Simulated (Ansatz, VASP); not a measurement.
## TiC in VASP and in Ansatz

```
Ti C
1.0
     0.00000    2.16400    2.16400
     2.16400    0.00000    2.16400
     2.16400    2.16400    0.00000
Ti C
1 1
Cartesian
  0.1500 0.0000 0.0000
  2.1640 2.1640 2.1640
```

Change from the starting cell: one atom moved.

Alike in both runs: task single point; functional PBE; k mesh 14 × 14 × 14; occupations gaussian, width 0.1 eV; no spin polarisation.

|  | VASP | Ansatz |
| --- | --- | --- |
| version | VASP 6.6.1 | Ansatz 0.2.0 |
| potentials or method | VASP PAW PBE potentials, release 64 (Ti_sv, C), cutoff 520 eV | scalar-relativistic, plane waves, PAW |
| valence electrons in the cell | 16 | 16 |

|  | VASP | Ansatz | Ansatz less VASP |
| --- | --- | --- | --- |
| gap on the k mesh at the Fermi level (eV) | none | none | - |
| pressure (GPa) | 3.8 | 3.6 | -0.20 |
| traceless stress, the component that is largest in VASP (GPa) | 4.42 | 4.37 | -0.051 |
| rms of the force components (eV/Å) | 0.804 | 0.799 | -0.0047 |

Atom by atom the forces differ by 0.005 eV/Å (rms over components). A gap of «none» marks a metal or a gap that the smearing closes.
